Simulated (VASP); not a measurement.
Runs of VASP 6.6.1 on SnH5. The structure is that of space group F-43m (No. 216), or close to it. The cells are those of the table. 

```tsv
task	cell	k mesh	cutoff (eV)	gap on the mesh (eV)	pressure (GPa)	largest force (eV/Å)
relaxation of cell and atoms	relaxed from a = 4.731 Å, angles 60.0°, 6 atoms	4 × 4 × 4	600	none	0.1	-
single point	a = 3.868 Å, angles 60.0°, 6 atoms	6 × 6 × 6	520	none	-0.2	-
single point	a = 4.731 Å, angles 60.0°, 6 atoms	4 × 4 × 4	520	none	-12.9	-
single point	a = 3.895 Å, angles 60.0°, 6 atoms	4 × 4 × 4	520	none	-0.5	(a)
single point	a = 3.875 Å, angles 60.0°, 6 atoms	12 × 12 × 12	520	none	-0.2	-
relaxation of cell and atoms	relaxed from a = 3.895 Å, angles 60.0°, 6 atoms	6 × 6 × 6	600	none	0.7	0.03
```

Alike in all rows: level PBE; potentials or basis VASP PAW PBE potentials, release 64 (Sn_d, H); no spin polarisation; smearing gaussian 0.1 eV.

Problem. Estimate the missing entries.

Solution. (a) 0.01.

Caveats: some runs use coarse meshes; spin-orbit coupling is left out, which moves the levels of the heavy elements.

A k mesh can miss the band edges, and the runs leave out spin-orbit coupling on Sn.

A gap of «none» marks levels without a gap at the run's occupations.
